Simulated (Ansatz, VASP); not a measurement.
**Two plane-wave programs on SiC**

```
CELL_PARAMETERS angstrom
0.00000 2.18986 2.18986
2.18986 0.00000 2.18986
2.18986 2.18986 0.00000
ATOMIC_POSITIONS crystal
Si 0.00000 0.00000 0.00000
C 0.75000 0.75000 0.75000
```

Alike in both runs: task single point; functional PBE; k mesh 12 × 12 × 12; occupations gaussian, width 0.01 eV; no spin polarisation.

```csv
,VASP,Ansatz
version,VASP 6.6.1,Ansatz 0.2.0
potentials or method,"VASP PAW PBE potentials, release 64 (Si, C), cutoff 600 eV","scalar-relativistic, plane waves, PAW"
valence electrons in the cell,8,8
```

```csv
,VASP,Ansatz,Ansatz less VASP
gap on the k mesh at the Fermi level (eV),1.37,1.37,+0.002
least direct gap on the mesh (eV),4.53,4.53,+0.003
```
